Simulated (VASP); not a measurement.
# HfS2 (P-3m1) in VASP: a series of runs

The runs below take HfS2 through relaxation of shape and atoms at fixed volume, with PBEsol+D3(BJ).

Everything below comes from runs of VASP 6.6.1. Logs are shortened: lines on timing, memory, paths and dates and some standing lists are left out, and cuts for length are marked.

### Step 1. The cell of the first run

Symmetry: P-3m1, No. 164, trigonal system. Conventional cell: a = 3.601 Å, b = 3.601 Å, c = 5.737 Å, α = 90.00°, β = 90.00°, γ = 120.00°. Hf (site symmetry -3m) has 6 S at 2.55 Å within 3.4 Å. Within 3.7 Å of S (site symmetry 3m) lie 3 Hf at 2.55 Å and 12 S at 3.48 to 3.60 Å.

### Step 2. Relaxation of shape and atoms at fixed volume, PBEsol+D3(BJ) (21.48 Å³/atom)

INCAR reads:

```
PREC = Accurate
ENCUT = 500
EDIFF = 1E-7
ISMEAR = 0
SIGMA = 0.02
LREAL = False
LASPH = True
NELM = 120
ALGO = Normal
ISIF = 4
LWAVE = False
LCHARG = False
GGA = PS
IVDW = 12
IBRION = 2
NSW = 50
EDIFFG = -0.01
GGA_COMPAT = False
NELMIN = 4
```

KPOINTS reads:

```
regular mesh
0
Gamma
  12 12 6
```

POSCAR reads:

```
HfS2
1.0
    3.6012952681      0.0000000000      0.0000000000
   -1.8006476341      3.1188131887      0.0000000000
    0.0000000000      0.0000000000      5.7366760994
Hf S
1 2
Direct
    0.0000000000      0.0000000000      0.0000000000
    0.6666666667      0.3333333333      0.7436853301
    0.3333333333      0.6666666667      0.2563146699
```

Potentials or basis: VASP PAW PBE potentials, release 64 (Hf_pv, S).

On the command line:

```console
> cat potpaw_PBE.64/Hf_pv/POTCAR potpaw_PBE.64/S/POTCAR > POTCAR
> mpirun -np 1 vasp_std > vasp.out
```

OUTCAR:

```text
PREC = Accurate
   ENCUT = 500
   EDIFF = 1E-7
   ISMEAR = 0
   LREAL = False
   LASPH = True
   NELM = 120
   ISIF = 4
   GGA = PS
   IVDW = 12
   IBRION = 2
   NSW = 50
   EDIFFG = -0.01
   NELMIN = 4
 IVDW          = 12

 ion  position               nearest neighbor table
   1  0.000  0.000  0.000-   2 2.55   3 2.55   2 2.55   3 2.55   2 2.55   3 2.55
   2  0.667  0.333  0.744-   1 2.55   1 2.55   1 2.55
   3  0.333  0.667  0.256-   1 2.55   1 2.55   1 2.55

  LATTYP: Found a hexagonal cell.
 ALAT       =     3.6012952681
 C/A-ratio  =     1.5929480013

  Lattice vectors:

 A1 = (   3.6012952681,   0.0000000000,   0.0000000000)
 A2 = (  -1.8006476341,   3.1188131887,   0.0000000000)
 A3 = (   0.0000000000,   0.0000000000,   5.7366760994)

Analysis of symmetry for initial positions (statically):
=====================================================================
 Subroutine PRICEL returns:
 Original cell was already a primitive cell.

 Routine SETGRP: Setting up the symmetry group for a
 hexagonal supercell.

 Subroutine GETGRP returns: Found 12 space group operations
 (whereof 12 operations were pure point group operations)
 out of a pool of 24 trial point group operations.

The static configuration has the point symmetry D_3d.

Analysis of symmetry for dynamics (positions and initial velocities):
=====================================================================
 Subroutine PRICEL returns:
 Original cell was already a primitive cell.

 Routine SETGRP: Setting up the symmetry group for a
 hexagonal supercell.

 Subroutine GETGRP returns: Found 12 space group operations
 (whereof 12 operations were pure point group operations)
 out of a pool of 24 trial point group operations.

The dynamic configuration has the point symmetry D_3d.

 Subroutine INISYM returns: Found 12 space group operations
 (whereof 12 operations are pure point group operations),
 and found     1 'primitive' translations

----------------------------------------------------------------------------------------

                                     Primitive cell

  volume of cell :      64.4330

  direct lattice vectors                    reciprocal lattice vectors
     3.601295268  0.000000000  0.000000000     0.277677870  0.160317393  0.000000000
    -1.800647634  3.118813189  0.000000000     0.000000000  0.320634786  0.000000000
     0.000000000  0.000000000  5.736676099     0.000000000  0.000000000  0.174316971

  length of vectors
     3.601295268  3.601295268  5.736676099     0.320634786  0.320634786  0.174316971

  position of ions in fractional coordinates (direct lattice)
     0.000000000  0.000000000  0.000000000
     0.666666667  0.333333333  0.743685330
     0.333333333  0.666666667  0.256314670

  ion indices of the primitive-cell ions
   primitive index   ion index
                 1           1
                 2           2
                 3           3

----------------------------------------------------------------------------------------

 KPOINTS: regular mesh

Automatic generation of k-mesh.
 Grid dimensions read from file:
 generate k-points for:   12   12    6

 Generating k-lattice:

  Cartesian coordinates                     Fractional coordinates (reciprocal lattice)
     0.023139823  0.013359783  0.000000000     0.083333333  0.000000000  0.000000000
     0.000000000  0.026719566  0.000000000     0.000000000  0.083333333  0.000000000
     0.000000000  0.000000000  0.029052828     0.000000000  0.000000000  0.166666667

  Length of vectors
     0.026719566  0.026719566  0.029052828

  Shift w.r.t. Gamma in fractional coordinates (k-lattice)
     0.000000000  0.000000000  0.000000000

 Subroutine IBZKPT returns following result:
 ===========================================

 Found    100 irreducible k-points:

 Following reciprocal coordinates:
            Coordinates               Weight
  0.000000  0.000000  0.000000      1.000000
  0.083333  0.000000  0.000000      6.000000
  0.166667  0.000000  0.000000      6.000000
  0.250000 -0.000000  0.000000      6.000000
  0.333333  0.000000  0.000000      6.000000
  0.416667  0.000000  0.000000      6.000000
[... 16 lines left out ...]
  0.166667  0.000000  0.166667      6.000000
  0.000000  0.166667  0.166667      6.000000
 [... further k-points ...]
   k-points           NKPTS =    100   k-points in BZ     NKDIM =    100   number of bands    NBANDS=     15
   number of dos      NEDOS =    301   number of ions     NIONS =      3
   total plane-waves  NPLWV =  32928
   dimension x,y,z NGX =    28 NGY =   28 NGZ =   42
   dimension x,y,z NGXF=    56 NGYF=   56 NGZF=   84
   ions per type =               1   2
   NGX,Y,Z   is equivalent  to a cutoff of  12.93, 12.93, 12.17 a.u.
   NGXF,Y,Z  is equivalent  to a cutoff of  25.85, 25.85, 24.34 a.u.
 SYSTEM =  unknown system
   PREC   = accura    normal or accurate (medium, high low for compatibility)
   ISTART =      0    job   : 0-new  1-cont  2-samecut
   ICHARG =      2    charge: 1-file 2-atom 10-const
   ISPIN  =      1    spin polarized calculation?
   LNONCOLLINEAR =      F non collinear calculations
   LSORBIT =      F    spin-orbit coupling
   LASPH  =      T    aspherical Exc in radial PAW
   ENCUT  =  500.0 eV  36.75 Ry    6.06 a.u.   6.57  6.57 10.46*2*pi/ulx,y,z
   NELM   =    120;   NELMIN=  4; NELMDL= -5     # of ELM steps
   EDIFF  = 0.1E-06   stopping-criterion for ELM
   LREAL  =      F    real-space projection
   EDIFFG = -.1E-01   stopping-criterion for IOM
   NSW    =     50    number of steps for IOM
   IBRION =      2    ionic relax: 0-MD 1-quasi-New 2-CG
   NFREE  =      1    steps in history (QN), initial steepest desc. (CG)
   ISIF   =      4    stress and relaxation
   ISYM   =      2    0-nonsym 1-usesym 2-fastsym
   POTIM  = 0.5000    time-step for ionic-motion
   TEBEG  =    0.0;   TEEND  =   0.0 temperature during run
   PSTRESS=    0.0 pullay stress
   NELECT =      22.0000    total number of electrons
   NUPDOWN=      -1.0000    fix difference up-down
   EMIN   =  10.00;   EMAX   =-10.00  energy-range for DOS
   EFERMI =   0.00;   METHOD = LEGACY
   ISMEAR =     0;   SIGMA  =   0.02  broadening in eV -4-tet -1-fermi 0-gaus
   EFERMI_NEDOS =   21; number of points for ismear=-14 and -15
   IALGO  =     38    algorithm
   IMIX   =      4    mixing-type and parameters
     AMIX     =   0.40;   BMIX     =  1.00
     AMIX_MAG =   1.60;   BMIX_MAG =  1.00
  volume/ion in A,a.u.               =      21.48       144.94
  Fermi-wavevector in a.u.,A,eV,Ry     =   1.144229  2.162279 17.813561  1.309260
  Thomas-Fermi vector in A             =   2.280922
   LORBIT       =      0    0 simple, 1 ext, 2 COOP (PROOUT), +10 PAW based schemes
   GGA     = PS    functional components
   LHFCALC =     F    Hartree Fock is set to
   AEXX    =    0.0000 exact exchange contribution
   IVDW    =    12    specifies the selected vdW correction
   LEPSILON=     F    determine dielectric tensor
   LRPA    =     F    only Hartree local field effects (RPA)
 conjugate gradient relaxation of ions
 non-spin polarized calculation
 Gauss-broadening in eV      SIGMA  =   0.02
  energy-cutoff  :      500.00
  volume of cell :       64.43
 maximum number of plane-waves:      1669
 NGX is ok and might be reduce to    28
   NGX = 13   NGY = 13   NGZ = 21

--------------------------------------- Ionic step        1  -------------------------------------------

 number of electron      22.0000005 magnetization

 Free energy of the ion-electron system (eV)
  ---------------------------------------------------
  ext. energy  EPLUGINS =         0.00000000
  ---------------------------------------------------
  free energy    TOTEN  =       -24.04600714 eV

  energy without entropy =      -24.04600714  energy(sigma->0) =      -24.04600714

------------------------ aborting loop because EDIFF is reached ----------------------------------------

 Edisp (eV)   -0.95143

 E8    (eV) :    -0.6281

  FORCE on cell =-STRESS in cart. coord.  units (eV):
  Direction    XX          YY          ZZ          XY          YZ          ZX
  --------------------------------------------------------------------------------------
  -------------------------------------------------------------------------------------
  Total      -1.83792    -1.83792    -1.70288     0.00000    -0.00000    -0.00000
  in kB     -45.70126   -45.70126   -42.34352     0.00000    -0.00000    -0.00000
  external pressure =      -44.58 kB  Pullay stress =        0.00 kB

 VOLUME and BASIS-vectors are now :
 -----------------------------------------------------------------------------
  energy-cutoff  :      500.00
  volume of cell :       64.43
      direct lattice vectors                 reciprocal lattice vectors
     3.601295268  0.000000000  0.000000000     0.277677870  0.160317393  0.000000000
    -1.800647634  3.118813189  0.000000000     0.000000000  0.320634786  0.000000000
     0.000000000  0.000000000  5.736676099     0.000000000  0.000000000  0.174316971
[... 124 lines left out ...]
 POSITION                                       TOTAL-FORCE (eV/Angst)
 -----------------------------------------------------------------------------------
      0.00000      0.00000     -0.00000         0.000000      0.000000      0.000000
      1.79324      1.03533      4.33805         0.000000      0.000000     -0.003363
     -0.00000      2.07065      1.44613        -0.000000     -0.000000      0.003363
 -----------------------------------------------------------------------------------
    total drift:                                0.000000      0.000000      0.000000

  FREE ENERGIE OF THE ION-ELECTRON SYSTEM (eV)
  ---------------------------------------------------
  free  energy   TOTEN  =       -25.0131904860 eV

  energy  without entropy=      -25.0131904860  energy(sigma->0) =      -25.01319049

--------------------------------------- Ionic step        5  -------------------------------------------

 number of electron      22.0000001 magnetization

 Free energy of the ion-electron system (eV)
  ---------------------------------------------------
  ext. energy  EPLUGINS =         0.00000000
  ---------------------------------------------------
  free energy    TOTEN  =       -24.06326963 eV

  energy without entropy =      -24.06326963  energy(sigma->0) =      -24.06326963

 E-fermi :   3.8256     XC(G=0): -10.0382

 val. band max:        3.6279703278   @ k =   0.0833   0.0000   0.0000
 cond. band min:       4.4468380559   @ k =   0.5000  -0.0000   0.5000
 fundamental gap:      0.8188677281
 Fermi energy:         3.8256330322

 k-point     1 :       0.0000    0.0000    0.0000
  band No.  band energies     occupation
      1     -27.0473      2.00000
      2     -26.9234      2.00000
      3     -26.9234      2.00000
      4      -9.7094      2.00000
      5      -7.8562      2.00000
      6      -1.4882      2.00000
      7       0.7674      2.00000
      8       0.7674      2.00000
      9       3.5472      2.00000
     10       3.5472      2.00000
     11       3.6169      2.00000
     12       5.5072      0.00000
     13       5.5072      0.00000
     14       6.0382      0.00000
     15       8.9653      0.00000
[... 397 lines left out ...]
 k-point    24 :       0.0000    0.1667    0.1667
  band No.  band energies     occupation
      1     -27.0360      2.00000
      2     -26.9818      2.00000
      3     -26.9365      2.00000
      4      -9.3252      2.00000
      5      -7.9869      2.00000
      6      -0.9495      2.00000
      7       0.4670      2.00000
      8       0.8978      2.00000
      9       1.7275      2.00000
     10       2.9565      2.00000
     11       3.3695      2.00000
     12       5.3194      0.00000
     13       6.2880      0.00000
     14       6.7866      0.00000
     15       8.5920      0.00000

 [... further k-points ...]

------------------------ aborting loop because EDIFF is reached ----------------------------------------

 Edisp (eV)   -0.95031

 E8    (eV) :    -0.6272

  FORCE on cell =-STRESS in cart. coord.  units (eV):
  Direction    XX          YY          ZZ          XY          YZ          ZX
  --------------------------------------------------------------------------------------
  -------------------------------------------------------------------------------------
  Total      -0.81548    -0.81548    -0.82047     0.00000    -0.00000    -0.00000
  in kB     -20.27764   -20.27764   -20.40157     0.00000    -0.00000    -0.00000
  external pressure =      -20.32 kB  Pullay stress =        0.00 kB

 VOLUME and BASIS-vectors are now :
 -----------------------------------------------------------------------------
  energy-cutoff  :      500.00
  volume of cell :       64.43
      direct lattice vectors                 reciprocal lattice vectors
     3.578919477  0.000000000 -0.000000000     0.279413942  0.161319715  0.000000000
    -1.789459738  3.099435185  0.000000000    -0.000000000  0.322639430 -0.000000000
    -0.000000000  0.000000000  5.808632978     0.000000000 -0.000000000  0.172157546

 POSITION                                       TOTAL-FORCE (eV/Angst)
 -----------------------------------------------------------------------------------
      0.00000      0.00000     -0.00000         0.000000     -0.000000      0.000000
      1.78946      1.03315      4.35796        -0.000000      0.000000      0.003993
     -0.00000      2.06629      1.45068         0.000000     -0.000000     -0.003993
 -----------------------------------------------------------------------------------
    total drift:                                0.000000      0.000000      0.000000

  FREE ENERGIE OF THE ION-ELECTRON SYSTEM (eV)
  ---------------------------------------------------
  free  energy   TOTEN  =       -25.0135758174 eV

  energy  without entropy=      -25.0135758174  energy(sigma->0) =      -25.01357582

 reached required accuracy - stopping structural energy minimisation
```

It took 2.7 min on 1 thread of AMD EPYC 9R45 (Zen 5), shared host; peak memory 0.22 GiB.

Results:

| Property | Result |
| --- | --- |
| Free energy | -25.0136 eV |
| Energy gained by relaxing | 5.4 meV/atom |
| Ionic steps | 5 |
| Pressure after relaxing | -2.0 GPa |
| Largest force after relaxing | 0.004 eV/Å |
| Band gap on the k mesh | 0.82 eV (least direct gap 1.74 eV) |
| Dispersion energy per atom | -0.317 eV |

Forces in eV/Å, atoms in the order of the input:
```
Hf   0.000  0.000  0.000
S    0.000  0.000  0.004
S    0.000  0.000 -0.004
```

Step by step:
| step | energy change (eV) | largest force (eV/Å) | pressure (GPa) | volume (Å³) |
| --- | --- | --- | --- | --- |
| 1 | 0.0000 | 0.3975 | -4.46 | 64.43 |
| 2 | -0.0112 | 0.1685 | -3.31 | 64.43 |
| 3 | -0.0140 | 0.0120 | -2.39 | 64.43 |
| 4 | -0.0158 | 0.0034 | -2.18 | 64.43 |
| 5 | -0.0161 | 0.0040 | -2.03 | 64.43 |

Final structure:
```
CELL_PARAMETERS angstrom
3.57892 0.00000 0.00000
-1.78946 3.09944 0.00000
0.00000 0.00000 5.80863
ATOMIC_POSITIONS crystal
Hf 0.00000 0.00000 0.00000
S 0.66667 0.33333 0.75026
S 0.33333 0.66667 0.24974
```

Caveat: the PAW data sets were made with another functional, which shifts forces and pressure a little; spin-orbit coupling is left out, which moves the levels of the heavy elements. A k mesh can miss the band edges.

(Continued in part 2 of 2.)
